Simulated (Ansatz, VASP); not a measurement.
## One calculation of ScSiS3, two programs

```
Sc Si S
1.0
     4.34890    0.00000    0.00000
     0.00000    4.34890    0.00000
     0.00000    0.00000    5.61472
Sc Si S
1 1 3
Direct
  0.50000 0.50000 0.15753
  0.00000 0.00000 0.54571
  0.00000 0.50000 0.40472
  0.00000 0.00000 0.92583
  0.50000 0.00000 0.40472
```

Change from the starting cell: species swapped into the RbSeBr3 type (P4mm, No. 99).

Alike in both runs: functional PBE; k mesh 10 × 10 × 8; occupations gaussian, width 0.1 eV; no spin polarisation.

Ansatz relaxed the structure, and its values are those at the end. VASP's run is a single point on that final structure, the one shown.

|  | VASP | Ansatz |
| --- | --- | --- |
| version | VASP 6.6.1 | Ansatz 0.2.0 |
| potentials or method | VASP PAW PBE potentials, release 64 (Sc_sv, Si, S), cutoff 520 eV | scalar-relativistic, plane waves, PAW |
| valence electrons in the cell | 33 | 33 |

|  | VASP | Ansatz | Ansatz less VASP |
| --- | --- | --- | --- |
| gap on the k mesh at the Fermi level (eV) | none | none | - |
| pressure (GPa) | 0.0 | 0.0 | +0.03 |
| rms of the force components (eV/Å) | 0.017 | 0.001 | -0.0160 |

A gap of «none» marks a metal or a gap that the smearing closes.
